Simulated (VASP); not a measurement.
BePd, 2 atoms in the cell. The structure is tetragonal, space group P4/mmm (No. 123). The conventional cell has a = 2.813 Å, b = 2.813 Å, c = 2.869 Å, α = 90.00°, β = 90.00°, γ = 90.00°. Be (site symmetry 4/mmm) has 8 Pd at 2.45 Å and 6 Be at 2.81 to 2.87 Å within 3.2 Å. Pd (site symmetry 4/mmm) has 8 Be at 2.45 Å and 6 Pd at 2.81 to 2.87 Å within 3.2 Å.  This cell differs from its parent crystal: zz strain of +2 %.

| Property | Result |
| --- | --- |
| Program | VASP 6.6.1 |
| Task | single point |
| Functional | LDA |
| Potentials or basis | VASP PAW LDA potentials, release 64 (Be, Pd) |
| Cutoff | 520 eV |
| k mesh | 12 × 12 × 12 |
| Occupations | fermi-dirac, width 0.08 eV |
| Spin | no spin polarisation |
| Dipole correction | no |
| Further INCAR settings | ALGO = Normal; EDIFF = 1e-06; NBANDS = 13 |

Potentials or basis: VASP PAW LDA potentials, release 64 (Be, Pd).

Command:

```sh
$ cat potpaw_LDA.64/Be/POTCAR potpaw_LDA.64/Pd/POTCAR > POTCAR
$ mpirun -np 1 vasp_std > vasp.out
```

Hardware: 1 thread of AMD EPYC 7R13 Processor (Zen 3), on a shared host.

Problem. How long does it take, and how much memory?

Solution. Run time: 34 s on 1 thread of AMD EPYC 7R13 Processor (Zen 3), with other jobs on the host, peak memory 0.14 GiB. Counts: scf iterations 12, k points 196.
